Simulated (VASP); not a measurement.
Wanted: the native input for a VASP 6.6.1 run.

```
Task                   : single point
Functional             : PBEsol
Potentials or basis    : VASP PAW PBE potentials, release 64 (Al, Ga_d, N)
Cutoff                 : 520 eV
k mesh                 : 6 × 8 × 6
Occupations            : gaussian, width 0.05 eV
Spin                   : no spin polarisation
Dipole correction      : no
Further INCAR settings : ALGO = Normal; EDIFF = 1e-07; NBANDS = 41
```

The structure of AlGa3N4 lies in POSCAR:

```
AlGa3N4
1.0
    5.1423511994      0.0000000000      0.0001215027
    0.0000000000      3.1649848006      0.0000000000
   -0.0035856898      0.0000000000      5.4784941377
Al Ga N
1 3 4
Direct
    0.0006034227      0.4965360860      0.6673576245
    0.4991167030      0.5043132035      0.3349195796
    0.4990273845     -0.0379148740      0.8315570005
    0.9998617813      0.0353952720      0.1661805284
    0.1196687538      0.5286424754      0.3400974154
    0.1176459792     -0.0035020144      0.8263760592
    0.6204436392      0.0034183237      0.1662162869
    0.6312323464      0.4691856615      0.6672965055
```

This cell differs from its parent crystal: atoms displaced along a vibrational mode.

These files were run (other wordings do the same):

INCAR

```
PREC     = Accurate       # precision mode
ENCUT    = 520            # plane-wave cutoff, eV
EDIFF    = 1E-7           # SCF threshold, eV
ISMEAR   = 0              # smearing method
SIGMA    = 0.05           # smearing width, eV
LREAL    = F              # projectors in reciprocal space
LASPH    = T              # aspherical terms in the spheres
NELM     = 60             # most SCF steps
ALGO     = Normal         # electronic algorithm
ISIF     = 2              # what is computed and relaxed
LWAVE    = F              # write WAVECAR
LCHARG   = T              # write CHGCAR
GGA      = PS             # functional
LELF     = T              # ELF
LVHAR    = T            
NBANDS   = 41             # bands
```

KPOINTS

```
Automatic mesh
0
Gamma
  6 8 6
```

Potentials or basis: VASP PAW PBE potentials, release 64 (Al, Ga_d, N).

Launch:

```bash
$ cat potpaw_PBE.64/Al/POTCAR potpaw_PBE.64/Ga_d/POTCAR potpaw_PBE.64/N/POTCAR > POTCAR
$ mpirun -np 1 vasp_std > vasp.out
```

Results of the run:

- Pressure: -0.4 GPa
- Largest force: 0.585 eV/Å
- Band gap on the k mesh: 2.33 eV

Caveat: the cell differs from its parent crystal (atoms displaced along a vibrational mode); the PAW data sets were made with another functional, which shifts forces and pressure a little.

Run time: 4.2 min on 1 thread of Intel(R) Xeon(R) 6975P-C (Granite Rapids), on a shared host, peak memory 0.5 GiB.
